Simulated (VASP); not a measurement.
# C (P6_3/mmc) in VASP: further runs

C is run at these levels: PBEsol; tasks: single point, relaxation of cell and atoms.

Everything below comes from runs of VASP 6.6.1. Logs are shortened: lines on timing, memory, paths and dates and some standing lists are left out, and cuts for length are marked.

## 1. The cell of the first run

The structure is hexagonal, space group P6_3/mmc (No. 194). The conventional cell has a = 2.459 Å, b = 2.459 Å, c = 7.307 Å, α = 90.00°, β = 90.00°, γ = 120.00°. C (site symmetry -6m2) has 3 C at 1.42 Å within 1.9 Å. Within 1.9 Å of C (site symmetry -6m2) lie 3 C at 1.42 Å.

## 2. Single point, PBEsol

INCAR

```
PREC = Accurate ; ENCUT = 520
EDIFF = 1E-6 ; ISMEAR = 0
SIGMA = 0.1 ; LREAL = False
LASPH = True ; NELM = 60
ALGO = Normal ; ISIF = 2
LWAVE = False ; LCHARG = False
GGA = PS ; NBANDS = 16
```

KPOINTS

```
regular mesh
0
Gamma
  15 15 5
```

POSCAR

```
C
1.0
    2.4588792268      0.0000000000      0.0000000000
   -1.2294396134      2.1294518752      0.0000000000
    0.0000000000      0.0000000000      7.3070295267
C
4
Direct
    0.0000000000      0.0000000000      0.2500000000
    0.0000000000      0.0000000000      0.7500000000
    0.3333333333      0.6666666667      0.2500000000
    0.6666666667      0.3333333333      0.7500000000
```

Potentials or basis: VASP PAW PBE potentials, release 64 (C).

Started as:

```
$ cat potpaw_PBE.64/C/POTCAR > POTCAR
$ mpirun -np 1 vasp_std > vasp.out
```

OUTCAR:

```text
PREC = Accurate
   ENCUT = 520
   EDIFF = 1E-6
   ISMEAR = 0
   LREAL = False
   LASPH = True
   NELM = 60
   ISIF = 2
   GGA = PS

 ion  position               nearest neighbor table
   1  0.000  0.000  0.250-   3 1.42   3 1.42   3 1.42
   2  0.000  0.000  0.750-   4 1.42   4 1.42   4 1.42
   3  0.333  0.667  0.250-   1 1.42   1 1.42   1 1.42
   4  0.667  0.333  0.750-   2 1.42   2 1.42   2 1.42

  LATTYP: Found a hexagonal cell.
 ALAT       =     2.4588792268
 C/A-ratio  =     2.9716911051

  Lattice vectors:

 A1 = (   2.4588792268,   0.0000000000,   0.0000000000)
 A2 = (  -1.2294396134,   2.1294518752,   0.0000000000)
 A3 = (   0.0000000000,   0.0000000000,   7.3070295267)

Analysis of symmetry for initial positions (statically):
=====================================================================
 Subroutine PRICEL returns:
 Original cell was already a primitive cell.

 Routine SETGRP: Setting up the symmetry group for a
 hexagonal supercell.

 Subroutine GETGRP returns: Found 24 space group operations
 (whereof 12 operations were pure point group operations)
 out of a pool of 24 trial point group operations.

The static configuration has the point symmetry D_3d.
 The point group associated with its full space group is D_6h.

Analysis of symmetry for dynamics (positions and initial velocities):
=====================================================================
 Subroutine PRICEL returns:
 Original cell was already a primitive cell.

 Routine SETGRP: Setting up the symmetry group for a
 hexagonal supercell.

 Subroutine GETGRP returns: Found 24 space group operations
 (whereof 12 operations were pure point group operations)
 out of a pool of 24 trial point group operations.

The dynamic configuration has the point symmetry D_3d.
 The point group associated with its full space group is D_6h.

 Subroutine INISYM returns: Found 24 space group operations
 (whereof 12 operations are pure point group operations),
 and found     1 'primitive' translations

----------------------------------------------------------------------------------------

                                     Primitive cell

  volume of cell :      38.2601

  direct lattice vectors                    reciprocal lattice vectors
     2.458879227  0.000000000  0.000000000     0.406689352  0.234802207  0.000000000
    -1.229439613  2.129451875  0.000000000     0.000000000  0.469604414  0.000000000
     0.000000000  0.000000000  7.307029527     0.000000000  0.000000000  0.136854517

  length of vectors
     2.458879227  2.458879227  7.307029527     0.469604414  0.469604414  0.136854517

  position of ions in fractional coordinates (direct lattice)
     0.000000000  0.000000000  0.250000000
     0.000000000  0.000000000  0.750000000
     0.333333333  0.666666667  0.250000000
     0.666666667  0.333333333  0.750000000

  ion indices of the primitive-cell ions
   primitive index   ion index
                 1           1
                 2           2
                 3           3
                 4           4

----------------------------------------------------------------------------------------

 KPOINTS: regular mesh

Automatic generation of k-mesh.
 Grid dimensions read from file:
 generate k-points for:   15   15    5

 Generating k-lattice:

  Cartesian coordinates                     Fractional coordinates (reciprocal lattice)
     0.027112623  0.015653480  0.000000000     0.066666667  0.000000000  0.000000000
     0.000000000  0.031306961  0.000000000     0.000000000  0.066666667  0.000000000
     0.000000000  0.000000000  0.027370903     0.000000000  0.000000000  0.200000000

  Length of vectors
     0.031306961  0.031306961  0.027370903

  Shift w.r.t. Gamma in fractional coordinates (k-lattice)
     0.000000000  0.000000000  0.000000000

 Subroutine IBZKPT returns following result:
 ===========================================

 Found     81 irreducible k-points:

 Following reciprocal coordinates:
            Coordinates               Weight
  0.000000  0.000000  0.000000      1.000000
  0.066667  0.000000  0.000000      6.000000
  0.133333  0.000000  0.000000      6.000000
  0.200000  0.000000  0.000000      6.000000
  0.266667  0.000000  0.000000      6.000000
  0.333333  0.000000  0.000000      6.000000
[... 16 lines left out ...]
  0.333333  0.200000  0.000000     12.000000
  0.400000  0.200000  0.000000      6.000000
 [... further k-points ...]
   k-points           NKPTS =     81   k-points in BZ     NKDIM =     81   number of bands    NBANDS=     16
   number of dos      NEDOS =    301   number of ions     NIONS =      4
   total plane-waves  NPLWV =  17496
   dimension x,y,z NGX =    18 NGY =   18 NGZ =   54
   dimension x,y,z NGXF=    36 NGYF=   36 NGZF=  108
   ions per type =               4
   NGX,Y,Z   is equivalent  to a cutoff of  12.17, 12.17, 12.29 a.u.
   NGXF,Y,Z  is equivalent  to a cutoff of  24.34, 24.34, 24.57 a.u.
 SYSTEM =  unknown system
   PREC   = accura    normal or accurate (medium, high low for compatibility)
   ISTART =      0    job   : 0-new  1-cont  2-samecut
   ICHARG =      2    charge: 1-file 2-atom 10-const
   ISPIN  =      1    spin polarized calculation?
   LNONCOLLINEAR =      F non collinear calculations
   LSORBIT =      F    spin-orbit coupling
   LASPH  =      T    aspherical Exc in radial PAW
   ENCUT  =  520.0 eV  38.22 Ry    6.18 a.u.   4.57  4.57 13.59*2*pi/ulx,y,z
   NELM   =     60;   NELMIN=  2; NELMDL= -5     # of ELM steps
   EDIFF  = 0.1E-05   stopping-criterion for ELM
   LREAL  =      F    real-space projection
   EDIFFG = 0.1E-04   stopping-criterion for IOM
   NSW    =      0    number of steps for IOM
   IBRION =     -1    ionic relax: 0-MD 1-quasi-New 2-CG
   NFREE  =      0    steps in history (QN), initial steepest desc. (CG)
   ISIF   =      2    stress and relaxation
   ISYM   =      2    0-nonsym 1-usesym 2-fastsym
   POTIM  = 0.5000    time-step for ionic-motion
   TEBEG  =    0.0;   TEEND  =   0.0 temperature during run
   PSTRESS=    0.0 pullay stress
   NELECT =      16.0000    total number of electrons
   NUPDOWN=      -1.0000    fix difference up-down
   EMIN   =  10.00;   EMAX   =-10.00  energy-range for DOS
   EFERMI =   0.00;   METHOD = LEGACY
   ISMEAR =     0;   SIGMA  =   0.10  broadening in eV -4-tet -1-fermi 0-gaus
   EFERMI_NEDOS =   21; number of points for ismear=-14 and -15
   IALGO  =     38    algorithm
   IMIX   =      4    mixing-type and parameters
     AMIX     =   0.40;   BMIX     =  1.00
     AMIX_MAG =   1.60;   BMIX_MAG =  1.00
  volume/ion in A,a.u.               =       9.57        64.55
  Fermi-wavevector in a.u.,A,eV,Ry     =   1.224239  2.313476 20.391882  1.498761
  Thomas-Fermi vector in A             =   2.359321
   LORBIT       =      0    0 simple, 1 ext, 2 COOP (PROOUT), +10 PAW based schemes
   GGA     = PS    functional components
   LHFCALC =     F    Hartree Fock is set to
   AEXX    =    0.0000 exact exchange contribution
   IVDW    =     0    specifies the selected vdW correction
   LEPSILON=     F    determine dielectric tensor
   LRPA    =     F    only Hartree local field effects (RPA)
 non-spin polarized calculation
 Gauss-broadening in eV      SIGMA  =   0.10
  energy-cutoff  :      520.00
  volume of cell :       38.26
 maximum number of plane-waves:      1051
   NGX =  9   NGY =  9   NGZ = 27

 number of electron      15.9999994 magnetization

 Free energy of the ion-electron system (eV)
  ---------------------------------------------------
  ext. energy  EPLUGINS =         0.00000000
  ---------------------------------------------------
  free energy    TOTEN  =       -38.57762617 eV

  energy without entropy =      -38.57654036  energy(sigma->0) =      -38.57708326

 E-fermi :   3.9285     XC(G=0):  -9.9582

 val. band max:        3.9266319973   @ k =   0.3333   0.3333   0.2000
 cond. band min:       3.9336344415   @ k =   0.3333   0.3333   0.4000
 fundamental gap:      0.0070024442
 Fermi energy:         3.9285399539

 k-point     1 :       0.0000    0.0000    0.0000
  band No.  band energies     occupation
      1     -15.6848      2.00000
      2     -15.5306      2.00000
      3      -4.3771      2.00000
      4      -3.1023      2.00000
      5       0.9390      2.00000
      6       0.9390      2.00000
[... 8 lines left out ...]
     15      15.4456      0.00000
     16      15.5508      0.00000

 k-point     2 :       0.0667    0.0000    0.0000
  band No.  band energies     occupation
      1     -15.5787      2.00000
      2     -15.4255      2.00000
      3      -4.2479      2.00000
      4      -2.9789      2.00000
      5       0.5112      2.00000
      6       0.5232      2.00000
[... 8 lines left out ...]
     15      15.0682      0.00000
     16      15.1891      0.00000

 k-point     3 :       0.1333    0.0000    0.0000
  band No.  band energies     occupation
      1     -15.2608      2.00000
      2     -15.1111      2.00000
      3      -3.8620      2.00000
      4      -2.6111      2.00000
      5      -0.6253      2.00000
      6      -0.6030      2.00000
[... 8 lines left out ...]
     15      14.0134      0.00000
     16      14.1935      0.00000

 k-point     4 :       0.2000    0.0000    0.0000
  band No.  band energies     occupation
      1     -14.7335      2.00000
      2     -14.5893      2.00000
      3      -3.2255      2.00000
      4      -2.1852      2.00000
      5      -2.1500      2.00000
      6      -2.0068      2.00000
[... 8 lines left out ...]
     15      15.8106      0.00000
     16      15.8323      0.00000

 k-point     5 :       0.2667    0.0000    0.0000
  band No.  band energies     occupation
      1     -14.0010      2.00000
      2     -13.8642      2.00000
      3      -3.9320      2.00000
      4      -3.8827      2.00000
      5      -2.3512      2.00000
      6      -1.2726      2.00000
[... 8 lines left out ...]
     15      17.9805      0.00000
     16      18.0018      0.00000

 k-point     6 :       0.3333    0.0000    0.0000
  band No.  band energies     occupation
      1     -13.0707      2.00000
      2     -12.9430      2.00000
      3      -5.7128      2.00000
      4      -5.6496      2.00000
      5      -1.8496      2.00000
      6      -1.8275      2.00000
[... 8 lines left out ...]
     15      18.9322      0.00000
     16      20.2809      0.00000
[... 267 lines left out ...]
 k-point    21 :       0.2000    0.2000    0.0000
  band No.  band energies     occupation
      1     -12.8677      2.00000
      2     -12.7423      2.00000
      3      -4.9770      2.00000
      4      -4.9480      2.00000
      5      -3.5652      2.00000
      6      -3.5432      2.00000
[... 8 lines left out ...]
     15      16.0210      0.00000
     16      16.1909      0.00000

 k-point    22 :       0.2667    0.2000    0.0000
  band No.  band energies     occupation
      1     -11.8600      2.00000
      2     -11.7446      2.00000
      3      -6.2793      2.00000
      4      -6.2288      2.00000
      5      -4.3963      2.00000
      6      -4.3597      2.00000
[... 8 lines left out ...]
     15      16.7245      0.00000
     16      17.0492      0.00000

 k-point    23 :       0.3333    0.2000    0.0000
  band No.  band energies     occupation
      1     -10.6970      2.00000
      2     -10.5952      2.00000
      3      -7.7324      2.00000
      4      -7.6627      2.00000
      5      -4.8248      2.00000
      6      -4.7784      2.00000
[... 8 lines left out ...]
     15      16.1291      0.00000
     16      16.7100      0.00000

 k-point    24 :       0.4000    0.2000    0.0000
  band No.  band energies     occupation
      1      -9.7134      2.00000
      2      -9.6621      2.00000
      3      -8.7851      2.00000
      4      -8.7504      2.00000
      5      -4.9575      2.00000
      6      -4.9089      2.00000
[... 8 lines left out ...]
     15      15.4836      0.00000
     16      15.7263      0.00000

 [... further k-points ...]

------------------------ aborting loop because EDIFF is reached ----------------------------------------

  FORCE on cell =-STRESS in cart. coord.  units (eV):
  Direction    XX          YY          ZZ          XY          YZ          ZX
  --------------------------------------------------------------------------------------
  -------------------------------------------------------------------------------------
  Total        0.2374382      0.2374382     -0.0350612      0.0000000     -0.0000000      0.0000000
  in kB        9.9429519      9.9429519     -1.4682211      0.0000000     -0.0000000      0.0000000
  external PRESSURE =       6.1392276 kB  Pullay stress =       0.0000000 kB

 VOLUME and BASIS-vectors are now :
 -----------------------------------------------------------------------------
  energy-cutoff  :      520.00
  volume of cell :       38.26
      direct lattice vectors                 reciprocal lattice vectors
     2.458879227  0.000000000  0.000000000     0.406689352  0.234802207  0.000000000
    -1.229439613  2.129451875  0.000000000     0.000000000  0.469604414  0.000000000
     0.000000000  0.000000000  7.307029527     0.000000000  0.000000000  0.136854517

 POSITION                                       TOTAL-FORCE (eV/Angst)
 -----------------------------------------------------------------------------------
      0.00000      0.00000      1.82676         0.000000     -0.000000     -0.000000
      0.00000      0.00000      5.48027        -0.000000      0.000000     -0.000000
     -0.00000      1.41963      1.82676         0.000000      0.000000      0.000000
      1.22944      0.70982      5.48027        -0.000000      0.000000      0.000000
 -----------------------------------------------------------------------------------
    total drift:                                0.000000     -0.000000      0.000000

  FREE ENERGIE OF THE ION-ELECTRON SYSTEM (eV)
  ---------------------------------------------------
  free  energy   TOTEN  =       -38.5776261651 eV

  energy  without entropy=      -38.5765403643  energy(sigma->0) =      -38.57708326
```

Wall time 55 s (1 thread of Intel Xeon 8259CL, shared host); peak memory 0.16 GiB.

What came out:

```
Free energy            : -38.5776 eV
Pressure               : 0.6 GPa
Band gap on the k mesh : zero (bands 8 and 9 overlap by 0.01 eV)
```

Levels at points of the mesh, in eV from the Fermi level:
```
           k point  band 6  band 7  band 8  band 9  band 10  band 11
(0.00, 0.00, 0.00)   -2.99   -2.98   -2.98    3.48     8.35     8.35
```

Caveat: this functional lacks dispersion, which binds the layers, so the pressure and a relaxed spacing across them are unreliable; the PAW data sets were made with another functional, which shifts forces and pressure a little.

## 3. Single point, PBEsol

INCAR

```
SYSTEM = C
ALGO     = Normal         ! electronic algorithm
EDIFF    = 1E-6           ! SCF threshold, eV
ENCUT    = 520            ! plane-wave cutoff, eV
GGA      = PS             ! functional
ISIF     = 2              ! what is computed and relaxed
ISMEAR   = 0              ! smearing method
LASPH    = .TRUE.         ! aspherical terms in the spheres
LCHARG   = .FALSE.        ! write CHGCAR
LREAL    = .FALSE.        ! projectors in reciprocal space
LWAVE    = .FALSE.        ! write WAVECAR
NBANDS   = 16             ! bands
NELM     = 100            ! most SCF steps
PREC     = Accurate       ! precision mode
SIGMA    = 0.1            ! smearing width, eV
```

KPOINTS

```
k-points
0
G
  21 21 6
  0 0 0
```

POSCAR is that of step 2.

Potentials or basis: VASP PAW PBE potentials, release 64 (C).

Started as:

```
$ cat potpaw_PBE.64/C/POTCAR > POTCAR
$ mpirun -np 1 vasp_std > vasp.out
```

Wall time 2.1 min (1 thread of Intel Xeon 8259CL, shared host); peak memory 0.2 GiB.

The run converged. Its results:

| Quantity | Value |
| --- | --- |
| Free energy | -38.5802 eV |
| Pressure | 0.6 GPa |
| Band gap on the k mesh | zero (bands 8 and 9 overlap by 0.01 eV) |

Stress tensor (GPa, compression positive):
```
 0.97  0.00  0.00
 0.00  0.97  0.00
 0.00  0.00 -0.11
```

Levels at points of the mesh, in eV from the Fermi level:
| k point | band 4 | band 5 | band 6 | band 7 | band 8 | band 9 | band 10 | band 11 | band 12 | band 13 |
| --- | --- | --- | --- | --- | --- | --- | --- | --- | --- | --- |
| (0.00, 0.00, 0.00) | -7.03 | -2.99 | -2.99 | -2.98 | -2.98 | 3.48 | 8.35 | 8.35 | 8.37 | 8.37 |
| (0.00, 0.00, 0.50) | -7.72 | -2.99 | -2.99 | -2.99 | -2.99 | 5.53 | 5.53 | 8.36 | 8.36 | 8.36 |

Caveat: this functional lacks dispersion, which binds the layers, so the pressure and a relaxed spacing across them are unreliable; the PAW data sets were made with another functional, which shifts forces and pressure a little.

## 4. Relaxation of cell and atoms, PBEsol

This run uses another cell than the first one, of 10.28 Å³/atom.

INCAR

```
SYSTEM = C
PREC = Accurate
ENCUT = 600
EDIFF = 1E-7
ISMEAR = 0
SIGMA = 0.1
LREAL = .False.
LASPH = .True.
NELM = 80
ALGO = Normal
ISIF = 3
LWAVE = .False.
LCHARG = .False.
GGA = PS
IBRION = 2
NSW = 100
EDIFFG = -0.005
```

KPOINTS

```
Automatic mesh
0
Gamma
  21 21 6
  0 0 0
```

POSCAR

```
C
1.0
    2.4672912616      0.0000000000      0.0000000000
   -1.2336456308      2.1367369111      0.0000000000
    0.0000000000      0.0000000000      7.8030730000
C
4
Direct
    0.0000000000      0.0000000000      0.2500000000
    0.0000000000      0.0000000000      0.7500000000
    0.3333333300      0.6666666700      0.2500000000
    0.6666666700      0.3333333300      0.7500000000
```

Started as:

```
$ cat potpaw_PBE.64/C/POTCAR > POTCAR
$ mpirun -np 1 vasp_std > vasp.out
```

Run time: 21 min. Hardware: 1 thread of Intel Xeon 8259CL, shared host; peak memory 0.24 GiB.

It converged, with:

* Free energy: -38.5969 eV
* Relaxed volume: 9.26 Å³/atom
* Relaxed cell: a = 2.460 Å, b = 2.460 Å, c = 7.068 Å, α = 90.00°, β = 90.00°, γ = 120.00°
* Space group after relaxing (to 0.1 Å): P6_3/mmc (No. 194)
* Energy gained by relaxing: 3.0 meV/atom
* Ionic steps: 15
* Pressure after relaxing: 0.0 GPa
* Band gap on the k mesh: zero (bands 8 and 9 overlap by 0.01 eV)

The path:
| step | energy change (eV) | largest force (eV/Å) | pressure (GPa) | volume (Å³) |
| --- | --- | --- | --- | --- |
| 1 | 0.0000 | 0.0000 | -2.29 | 41.14 |
| 2 | 0.0106 | 0.0000 | 4.93 | 40.27 |
| 3 | -0.0025 | 0.0000 | -0.16 | 40.87 |
| 4 | -0.0025 | 0.0000 | -0.12 | 40.87 |
| 5 | -0.0027 | 0.0000 | -0.12 | 40.81 |
| 6 | -0.0033 | 0.0000 | -0.11 | 40.63 |
| 7 | -0.0045 | 0.0000 | -0.10 | 40.27 |
| 8 | -0.0068 | 0.0000 | -0.08 | 39.56 |
| 9 | -0.0108 | 0.0000 | 0.02 | 38.13 |
| 10 | -0.0076 | 0.0000 | 0.50 | 35.29 |
| 11 | -0.0120 | 0.0000 | 0.10 | 37.36 |
| 12 | -0.0121 | 0.0000 | 0.17 | 36.89 |
| 13 | -0.0121 | 0.0000 | 0.14 | 37.02 |
| 14 | 0.0026 | 0.0000 | -5.66 | 37.45 |
| 15 | -0.0121 | 0.0000 | -0.01 | 37.03 |

Final structure:
```xyz
4
Lattice="2.4597 0.0000 0.0000 -1.2298 2.1301 0.0000 0.0000 0.0000 7.0679" Properties=species:S:1:pos:R:3 pbc="T T T"
C     0.0000    0.0000    1.7670
C     0.0000    0.0000    5.3009
C     0.0000    1.4201    1.7670
C     1.2298    0.7100    5.3009
```

Levels at points of the mesh, in eV from the Fermi level:
```
           k point  band 5  band 6  band 7  band 8  band 9  band 10  band 11  band 12
(0.00, 0.00, 0.00)   -2.98   -2.98   -2.97   -2.97    3.66     8.34     8.34     8.38
(0.00, 0.00, 0.50)   -2.98   -2.98   -2.98   -2.98    5.94     5.94     8.36     8.36
```

Caveat: this functional lacks dispersion, which binds the layers, so the pressure and a relaxed spacing across them are unreliable; the PAW data sets were made with another functional, which shifts forces and pressure a little.

## 5. Overview

```csv
task,cell,k mesh,cutoff (eV),gap on the mesh (eV),pressure (GPa)
single point,"a = 2.459, b = 2.459, c = 7.307 Å, angles 90.0, 90.0, 120.0°, 4 atoms",15 × 15 × 5,520,none,0.6
single point,"a = 2.459, b = 2.459, c = 7.307 Å, angles 90.0, 90.0, 120.0°, 4 atoms",21 × 21 × 6,520,none,0.6
relaxation of cell and atoms,"relaxed from a = 2.467, b = 2.467, c = 7.803 Å, angles 90.0, 90.0, 120.0°, 4 atoms",21 × 21 × 6,600,none,0.0
```

Alike in all rows: level PBEsol; potentials or basis VASP PAW PBE potentials, release 64 (C); no spin polarisation; smearing gaussian 0.1 eV.

Caveats: this functional lacks dispersion, which binds the layers, so the pressure and a relaxed spacing across them are unreliable; the PAW data sets were made with another functional, which shifts forces and pressure a little.

Total energies depend on the potentials used, so only differences within one code and one set of settings carry meaning.
